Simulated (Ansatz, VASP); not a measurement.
# Two plane-wave programs on Ru

```
CELL_PARAMETERS angstrom
2.72248 0.00000 0.00000
-1.36124 2.35774 0.00000
0.00000 0.00000 4.28863
ATOMIC_POSITIONS crystal
Ru 0.33333 0.66667 0.25000
Ru 0.66667 0.33333 0.75000
```

Alike in both runs: functional PBE; k mesh 16 × 16 × 9; occupations fermi-dirac, width 0.05 eV; no spin polarisation.

Ansatz relaxed the structure, and its values are those at the end. VASP's run is a single point on that final structure, the one shown.

|  | VASP | Ansatz |
| --- | --- | --- |
| version | VASP 6.6.1 | Ansatz 0.2.0 |
| potentials or method | VASP PAW PBE potentials, release 64 (Ru_pv), cutoff 520 eV | plane-wave PAW DFT |
| valence electrons in the cell | 28 | 32 |

```tsv
	VASP	Ansatz	Ansatz less VASP
pressure (GPa)	-0.1	0.0	+0.07
```

The functional is the same, so the differences come from potentials, cutoffs and numerics. VASP's potentials hold 28 valence electrons a cell and Ansatz's 32, so a difference there can come from the potentials and not from the codes.
